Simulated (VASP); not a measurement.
# BaTiO3: single point with PBEsol

Crystal: BaTiO3.

```
CELL_PARAMETERS angstrom
3.99734 0.00000 0.00000
0.00000 2.84648 2.85525
0.00000 -2.84648 2.85525
ATOMIC_POSITIONS crystal
Ba 0.00000 0.00000 0.00000
Ti 0.50000 0.50790 0.50790
O 0.00000 0.49210 0.49210
O 0.50000 0.50251 0.99371
O 0.50000 0.99371 0.50251
```

```json
{"Program": "VASP 6.6.1", "Task": "single point", "Functional": "PBEsol", "Potentials or basis": "VASP PAW PBE potentials, release 64 (Ba_sv, Ti_sv, O)", "Cutoff": "520 eV", "k mesh": "8 × 8 × 8", "Occupations": "fermi-dirac, width 0.05 eV", "Spin": "no spin polarisation", "Dipole correction": "no", "Further INCAR settings": "ALGO = Normal; EDIFF = 1e-06; NBANDS = 28"}
```

| Quantity | Value |
| --- | --- |
| Pressure | -4.2 GPa |
| Largest force | 0.236 eV/Å |
| Band gap on the k mesh | 1.73 eV (least direct gap 1.91 eV) |

Forces on the atoms (eV/Å):
```
Ba   0.000  0.000  0.087
Ti   0.000  0.000  0.236
O    0.000  0.000  0.104
O    0.000  0.046 -0.213
O    0.000 -0.046 -0.213
```

Stress tensor (GPa, compression positive):
```
-3.53  0.00  0.00
 0.00 -4.15  0.00
 0.00  0.00 -4.84
```

Levels at points of the mesh, in eV from the valence-band top:
```csv
k point,band 16,band 17,band 18,band 19,band 20,band 21,band 22,band 23,band 24,band 25
"(0.00, 0.00, 0.00)",-1.11,-1.09,-0.25,-0.22,-0.19,1.73,1.76,1.83,3.89,3.95
"(0.50, 0.00, 0.00)",-1.98,-1.85,-1.82,-0.79,-0.75,1.91,3.47,3.51,3.89,5.83
"(0.00, 0.50, 0.00)",-1.97,-1.83,-1.74,-0.78,-0.73,1.93,3.44,3.45,3.93,5.86
"(0.50, 0.50, 0.00)",-2.71,-1.75,-0.88,-0.88,-0.09,3.45,3.50,3.87,4.67,7.60
"(0.00, 0.50, 0.50)",-2.67,-1.72,-0.93,-0.91,-0.12,3.44,3.47,3.84,4.78,7.55
"(0.50, 0.50, 0.50)",-2.44,-2.39,-0.03,0.00,0.00,4.10,4.11,4.13,6.55,6.55
```

Run time: 5.5 min on 1 thread of Intel Xeon 8259CL, with other jobs on the host, peak memory 0.31 GiB.

Caveat: the cell stands under tension; the PAW data sets were made with another functional, which shifts forces and pressure a little; spin-orbit coupling is left out, which moves the levels of the heavy elements. A k mesh can miss the band edges.
